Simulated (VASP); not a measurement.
# P (P6_3/mmc) in VASP: a series of runs

P is run at these levels: PBE; tasks: single point, relaxation of cell and atoms.

Program: VASP 6.6.1. These are calculated values, not measurements. Logs are shortened: lines on timing, memory, paths and dates and some standing lists are left out, and cuts for length are marked.

## Step 1: The cell of the first run

The structure is hexagonal, space group P6_3/mmc (No. 194). The conventional cell has a = 2.631 Å, b = 2.631 Å, c = 9.823 Å, α = 90.00°, β = 90.00°, γ = 120.00°. Within 3.5 Å of P (site symmetry -3m) lie 12 P at 2.63 to 2.89 Å. P (site symmetry -6m2) has 12 P at 2.63 to 2.89 Å within 3.5 Å.

## Step 2: Single point, PBE

INCAR reads:

```
PREC     = Accurate       # precision mode
ENCUT    = 520            # plane-wave cutoff, eV
EDIFF    = 1E-6           # SCF threshold, eV
ISMEAR   = -1             # smearing method
SIGMA    = 0.1            # smearing width, eV
LREAL    = F              # projectors in reciprocal space
LASPH    = T              # aspherical terms in the spheres
NELM     = 60             # most SCF steps
ALGO     = Normal         # electronic algorithm
ISIF     = 2              # what is computed and relaxed
LWAVE    = F              # write WAVECAR
LCHARG   = F              # write CHGCAR
GGA      = PE             # functional
NBANDS   = 18             # bands
```

KPOINTS reads:

```
regular mesh
0
Gamma
  18 18 5
```

POSCAR reads:

```
P
1.0
    2.6308824984      0.0000000000      0.0000000000
   -1.3154412492      2.2784110780      0.0000000000
    0.0000000000      0.0000000000      9.8232344269
P
4
Direct
    0.0000000000      1.0000000000      0.0000000000
    0.0000000000      1.0000000000      0.5000000000
    0.3333333333      0.6666666667      0.2500000000
    0.6666666667      0.3333333333      0.7500000000
```

Potentials or basis: VASP PAW PBE potentials, release 64 (P).

Run with:

```sh
cat potpaw_PBE.64/P/POTCAR > POTCAR
mpirun -np 1 vasp_std > vasp.out
```

OUTCAR:

```text
PREC = Accurate
   ENCUT = 520
   EDIFF = 1E-6
   ISMEAR = -1
   LREAL = F
   LASPH = T
   NELM = 60
   ISIF = 2
   GGA = PE

 ion  position               nearest neighbor table
   1  0.000  0.000  0.000-   3 2.89   4 2.89   4 2.89   3 2.89   4 2.89   3 2.89
   2  0.000  0.000  0.500-   3 2.89   4 2.89   4 2.89   3 2.89   4 2.89   3 2.89
   3  0.333  0.667  0.250-   1 2.89   2 2.89   1 2.89   2 2.89   1 2.89   2 2.89
   4  0.667  0.333  0.750-   1 2.89   2 2.89   1 2.89   2 2.89   1 2.89   2 2.89

  LATTYP: Found a hexagonal cell.
 ALAT       =     2.6308824984
 C/A-ratio  =     3.7338172392

  Lattice vectors:

 A1 = (   2.6308824984,   0.0000000000,   0.0000000000)
 A2 = (  -1.3154412492,   2.2784110780,   0.0000000000)
 A3 = (   0.0000000000,   0.0000000000,   9.8232344269)

Analysis of symmetry for initial positions (statically):
=====================================================================
 Subroutine PRICEL returns:
 Original cell was already a primitive cell.

 Routine SETGRP: Setting up the symmetry group for a
 hexagonal supercell.

 Subroutine GETGRP returns: Found 24 space group operations
 (whereof 12 operations were pure point group operations)
 out of a pool of 24 trial point group operations.

The static configuration has the point symmetry D_3d.
 The point group associated with its full space group is D_6h.

Analysis of symmetry for dynamics (positions and initial velocities):
=====================================================================
 Subroutine PRICEL returns:
 Original cell was already a primitive cell.

 Routine SETGRP: Setting up the symmetry group for a
 hexagonal supercell.

 Subroutine GETGRP returns: Found 24 space group operations
 (whereof 12 operations were pure point group operations)
 out of a pool of 24 trial point group operations.

The dynamic configuration has the point symmetry D_3d.
 The point group associated with its full space group is D_6h.

 Subroutine INISYM returns: Found 24 space group operations
 (whereof 12 operations are pure point group operations),
 and found     1 'primitive' translations

----------------------------------------------------------------------------------------

                                     Primitive cell

  volume of cell :      58.8827

  direct lattice vectors                    reciprocal lattice vectors
     2.630882498  0.000000000  0.000000000     0.380100594  0.219451180  0.000000000
[... 86 lines left out ...]
   LSORBIT =      F    spin-orbit coupling
   LASPH  =      T    aspherical Exc in radial PAW
   ENCUT  =  520.0 eV  38.22 Ry    6.18 a.u.   4.89  4.89 18.26*2*pi/ulx,y,z
   NELM   =     60;   NELMIN=  2; NELMDL= -5     # of ELM steps
   EDIFF  = 0.1E-05   stopping-criterion for ELM
   LREAL  =      F    real-space projection
   EDIFFG = 0.1E-04   stopping-criterion for IOM
   NSW    =      0    number of steps for IOM
   IBRION =     -1    ionic relax: 0-MD 1-quasi-New 2-CG
   NFREE  =      0    steps in history (QN), initial steepest desc. (CG)
   ISIF   =      2    stress and relaxation
   ISYM   =      2    0-nonsym 1-usesym 2-fastsym
   POTIM  = 0.5000    time-step for ionic-motion
   TEBEG  =    0.0;   TEEND  =   0.0 temperature during run
   PSTRESS=    0.0 pullay stress
   NELECT =      20.0000    total number of electrons
   NUPDOWN=      -1.0000    fix difference up-down
   EMIN   =  10.00;   EMAX   =-10.00  energy-range for DOS
   EFERMI =   0.00;   METHOD = LEGACY
   ISMEAR =    -1;   SIGMA  =   0.10  broadening in eV -4-tet -1-fermi 0-gaus
   EFERMI_NEDOS =   21; number of points for ismear=-14 and -15
   IALGO  =     38    algorithm
   IMIX   =      4    mixing-type and parameters
     AMIX     =   0.40;   BMIX     =  1.00
     AMIX_MAG =   1.60;   BMIX_MAG =  1.00
  volume/ion in A,a.u.               =      14.72        99.34
  Fermi-wavevector in a.u.,A,eV,Ry     =   1.142235  2.158511 17.751533  1.304701
  Thomas-Fermi vector in A             =   2.278933
   LORBIT       =      0    0 simple, 1 ext, 2 COOP (PROOUT), +10 PAW based schemes
   GGA     = PE    functional components
   LHFCALC =     F    Hartree Fock is set to
   AEXX    =    0.0000 exact exchange contribution
   IVDW    =     0    specifies the selected vdW correction
   LEPSILON=     F    determine dielectric tensor
   LRPA    =     F    only Hartree local field effects (RPA)
 non-spin polarized calculation
  energy-cutoff  :      520.00
  volume of cell :       58.88
 maximum number of plane-waves:      1617
 NGX is ok and might be reduce to    20
   NGX =  9   NGY =  9   NGZ = 37

 number of electron      20.0000002 magnetization

 Free energy of the ion-electron system (eV)
  ---------------------------------------------------
  ext. energy  EPLUGINS =         0.00000000
  ---------------------------------------------------
  free energy    TOTEN  =       -18.25990068 eV

  energy without entropy =      -18.18599141  energy(sigma->0) =      -18.22294604

 E-fermi :   9.5561     XC(G=0): -11.4088

 val. band max:        9.5479293210   @ k =   0.3333   0.1111   0.0000
 cond. band min:       9.5617732304   @ k =   0.2222   0.1667   0.4000
 fundamental gap:      0.0138439094
 Fermi energy:         9.5560663306

 k-point     1 :       0.0000    0.0000    0.0000
  band No.  band energies     occupation
      1      -6.6677      2.00000
      2      -5.3130      2.00000
      3      -5.2998      2.00000
      4      -2.5972      2.00000
      5       1.4238      2.00000
      6       6.7415      2.00000
[... 481 lines left out ...]
      5       2.9700      2.00000
      6       3.3885      2.00000
[... 10 lines left out ...]
     17      15.3487      0.00000
     18      16.3366      0.00000

 [... further k-points ...]
[... 5 lines left out ...]
  --------------------------------------------------------------------------------------
  -------------------------------------------------------------------------------------
  Total       -0.1572251     -0.1572251      0.1073319      0.0000000     -0.0000000      0.0000000
  in kB       -4.2780356     -4.2780356      2.9204613      0.0000000     -0.0000000      0.0000000
  external PRESSURE =      -1.8785367 kB  Pullay stress =       0.0000000 kB

 VOLUME and BASIS-vectors are now :
 -----------------------------------------------------------------------------
  energy-cutoff  :      520.00
  volume of cell :       58.88
      direct lattice vectors                 reciprocal lattice vectors
     2.630882498  0.000000000  0.000000000     0.380100594  0.219451180  0.000000000
    -1.315441249  2.278411078  0.000000000     0.000000000  0.438902360  0.000000000
     0.000000000  0.000000000  9.823234427     0.000000000  0.000000000  0.101799464

 POSITION                                       TOTAL-FORCE (eV/Angst)
 -----------------------------------------------------------------------------------
      0.00000      0.00000      0.00000        -0.000000      0.000000      0.000000
      0.00000      0.00000      4.91162        -0.000000      0.000000      0.000000
     -0.00000      1.51894      2.45581         0.000000     -0.000000     -0.000000
      1.31544      0.75947      7.36743        -0.000000      0.000000      0.000000
 -----------------------------------------------------------------------------------
    total drift:                                0.000000      0.000000      0.000000

  FREE ENERGIE OF THE ION-ELECTRON SYSTEM (eV)
  ---------------------------------------------------
  free  energy   TOTEN  =       -18.2599006818 eV

  energy  without entropy=      -18.1859914066  energy(sigma->0) =      -18.22294604
```

OSZICAR:

```text
N       E                     dE             d eps       ncg     rms          rms(c)
DAV:   1     0.488277138864E+02    0.48828E+02   -0.86086E+03  3996   0.960E+02
DAV:   2    -0.154851775039E+02   -0.64313E+02   -0.61145E+02  5458   0.150E+02
DAV:   3    -0.182688105849E+02   -0.27836E+01   -0.27481E+01  5100   0.286E+01
DAV:   4    -0.182922591887E+02   -0.23449E-01   -0.23416E-01  4890   0.326E+00
DAV:   5    -0.182924513460E+02   -0.19216E-03   -0.19211E-03  4898   0.282E-01    0.811E+00
DAV:   6    -0.182688031853E+02    0.23648E-01   -0.16386E-02  4542   0.622E-01    0.471E+00
DAV:   7    -0.182598827110E+02    0.89205E-02   -0.28982E-02  4352   0.827E-01    0.203E-01
DAV:   8    -0.182598964130E+02   -0.13702E-04   -0.93235E-04  4656   0.178E-01    0.929E-02
DAV:   9    -0.182599000273E+02   -0.36143E-05   -0.14935E-04  4858   0.674E-02    0.183E-02
DAV:  10    -0.182599006818E+02   -0.65448E-06   -0.97984E-06  4536   0.163E-02
   1 F= -.18259901E+02 E0= -.18222946E+02  d E =-.739093E-01
```

stdout:

```text
POSCAR found type information on POSCAR P
 POSCAR found :  1 types and       4 ions
 scaLAPACK will be used
 LDA part: xc-table for (Slater+PW92), standard interpolation
 POSCAR, INCAR and KPOINTS ok, starting setup
 FFT: planning ... GRIDC
 FFT: planning ... GRID_SOFT
 FFT: planning ... GRID
 WAVECAR not read
 entering main loop
```

It took 42 s on 1 thread of Intel Xeon 6975P-C (Granite Rapids), shared host; peak memory 0.22 GiB.

What came out:

| Item | Value |
| --- | --- |
| Free energy | -18.2599 eV |
| Pressure | -0.2 GPa |
| Band gap on the k mesh | zero (band 10 reaches 16.24 eV, above the bottom of band 11 at 5.89 eV) |

Levels at points of the mesh, in eV from the Fermi level:
```tsv
k point	band 8	band 9	band 10	band 11	band 12	band 13
(0.00, 0.00, 0.00)	4.18	6.59	6.59	7.10	7.10	7.18
(0.50, 0.00, 0.00)	-5.21	-2.27	-1.35	1.62	2.13	2.46
```

## Step 3: Relaxation of cell and atoms, PBE

This run uses another cell than the first one, of 15.22 Å³/atom, 1.034 times its volume.

INCAR reads:

```
SYSTEM = P
PREC = Accurate ; ENCUT = 600
EDIFF = 1E-7 ; ISMEAR = -1
SIGMA = 0.1 ; LREAL = .FALSE.
LASPH = .TRUE. ; NELM = 100
ALGO = Normal ; ISIF = 3
LWAVE = .FALSE. ; LCHARG = .FALSE.
GGA = PE ; IBRION = 2
NSW = 80 ; EDIFFG = -0.01
```

KPOINTS reads:

```
regular mesh
0
G
  13 13 4
  0 0 0
```

POSCAR reads:

```
P
1.0
    2.7818573800      0.0000000000      0.0000000000
   -1.3909286900      2.4091591608      0.0000000000
    0.0000000000      0.0000000000      9.0855462031
P
4
Direct
    0.0000000000      0.0000000000      0.0000000000
    0.0000000000      0.0000000000      0.5000000000
    0.3333333333      0.6666666667      0.2500000000
    0.6666666667      0.3333333333      0.7500000000
```

Potentials or basis: VASP PAW PBE potentials, release 64 (P).

Run with:

```sh
cat potpaw_PBE.64/P/POTCAR > POTCAR
mpirun -np 1 vasp_std > vasp.out
```

Run time: 4.3 min. Hardware: 1 thread of Intel Xeon 6975P-C (Granite Rapids), shared host; peak memory 0.22 GiB.

The run converged. Its results:

```yaml
Free_energy: -18.2958 eV
Relaxed_volume: 14.71 Å³/atom
Relaxed_cell: a = 2.630 Å, b = 2.630 Å, c = 9.825 Å, α = 90.00°, β = 90.00°, γ = 120.00°
Space_group_after_relaxing_to_0.05_Å: P6_3/mmc (No. 194)
Energy_gained_by_relaxing: 32.8 meV/atom
Ionic_steps: 17
Pressure_after_relaxing: -0.1 GPa
```

Step by step:
```
step  energy change (eV)  largest force (eV/Å)  pressure (GPa)  volume (Å³)
   1              0.0000                0.0000           -3.74        60.89
   2             -0.0368                0.0000            0.63        57.81
   3             -0.0370                0.0000            0.32        58.01
   4             -0.0464                0.0000            0.42        57.91
   5             -0.0792                0.0000            0.94        57.57
   6             -0.1087                0.0000            3.55        56.74
   7             -0.1145                0.0000            2.49        57.03
   8             -0.1147                0.0000            2.78        56.95
   9             -0.1195                0.0000            2.47        57.22
  10             -0.1247                0.0000            1.68        57.92
  11             -0.1250                0.0000            1.49        58.09
  12             -0.1278                0.0000            1.06        58.31
  13             -0.1310                0.0000           -0.22        58.97
  14             -0.1311                0.0000           -0.10        58.91
  15             -0.1310                0.0000           -0.13        58.92
  16             -0.1311                0.0000           -0.12        58.90
  17             -0.1311                0.0000           -0.08        58.85
```

Final structure:
```
CELL_PARAMETERS angstrom
2.62984 0.00000 0.00000
-1.31492 2.27751 0.00000
0.00000 0.00000 9.82513
ATOMIC_POSITIONS crystal
P 0.00000 0.00000 0.00000
P 0.00000 0.00000 0.50000
P 0.33333 0.66667 0.25000
P 0.66667 0.33333 0.75000
```

Levels at points of the mesh, in eV from the Fermi level:
| k point | band 6 | band 7 | band 8 | band 9 | band 10 | band 11 | band 12 | band 13 | band 14 |
| --- | --- | --- | --- | --- | --- | --- | --- | --- | --- |
| (0.00, 0.00, 0.00) | -2.80 | -2.78 | 4.20 | 6.63 | 6.63 | 7.16 | 7.16 | 7.20 | 7.20 |
| (0.00, 0.00, 0.50) | -6.29 | 1.27 | 1.27 | 6.78 | 6.78 | 6.78 | 6.78 | 7.64 | 7.64 |

Caveat: the bands computed are all filled at some k points, so no gap is given.
